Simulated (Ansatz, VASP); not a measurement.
# Two plane-wave programs on Co

Contents of INCAR:

```
SYSTEM = Co
ALGO = Normal
EDIFF = 1E-7
ENCUT = 520
GGA = RE
ISIF = 2
ISMEAR = -1
ISPIN = 2
LASPH = .True.
LCHARG = .False.
LMAXMIX = 4
LORBIT = 11
LREAL = .False.
LWAVE = .False.
MAGMOM = -1.777 -1.777
NBANDS = 20
NELM = 150
PREC = Accurate
SIGMA = 0.05
```

Contents of KPOINTS:

```
k-points
0
Gamma
  17 17 17
  0 0 0
```

The input POSCAR:

```
Co
1.0
    0.0000000000      2.5605538495      2.5605538495
    2.5605538495      0.0000000000      2.5605538495
    2.5605538495      2.5605538495      0.0000000000
Co
2
Direct
    0.1250000000      0.1250000000      0.1250000000
    0.8750000000      0.8750000000      0.8750000000
```

Input for Ansatz:

```yaml
crystal:
  lattice:
    - [0.0, 2.5605538495, 2.5605538495]
    - [2.5605538495, 0.0, 2.5605538495]
    - [2.5605538495, 2.5605538495, 0.0]
  atoms:
    - { symbol: Co, position: [0.125, 0.125, 0.125], spin: -1.777 }
    - { symbol: Co, position: [0.875, 0.875, 0.875], spin: -1.777 }
hamiltonian:
  xc: revpbe
  pseudopotentials:
    kind: paw
    azcp:
      Co: "pseudopotentials/Co.paw.azcp"
basis:
  ecutwfc: 420
  fft_grid_basis: typed
kpoints:
  mp_grid: { grid: [17, 17, 17], shift: [0, 0, 0] }
magnetization:
  spin_polarized: true
scf:
  occupations: { method: fermi_dirac, width: 0.05 }
```

Alike in both runs: task single point; functional revPBE; k mesh 17 × 17 × 17; occupations fermi-dirac, width 0.05 eV; collinear spin.

|  | VASP | Ansatz |
| --- | --- | --- |
| version | VASP 6.6.1 | Ansatz 0.2.0 |
| potentials or method | VASP PAW PBE potentials, release 64 (Co), cutoff 520 eV | plane waves (420 eV) with PAW, scalar-relativistic |
| valence electrons in the cell | 18 | 34 |

Ansatz gave:

| Item | Value |
| --- | --- |
| net moment per atom (μB) | 1.75 |
| size of the moment on the site where the two differ most (μB) | 1.78 |

Task: Which values does VASP return?

Result: net moment per atom (μB): 1.74; size of the moment on the site where the two differ most (μB): 1.74.

VASP's potentials were made for PBE, not for revPBE. Site moments also hang on the region over which each program counts them. With one functional, cell and mesh, what is left measures potentials, basis and numerics. VASP's potentials hold 18 valence electrons a cell and Ansatz's 34, so a difference there can come from the potentials and not from the codes.
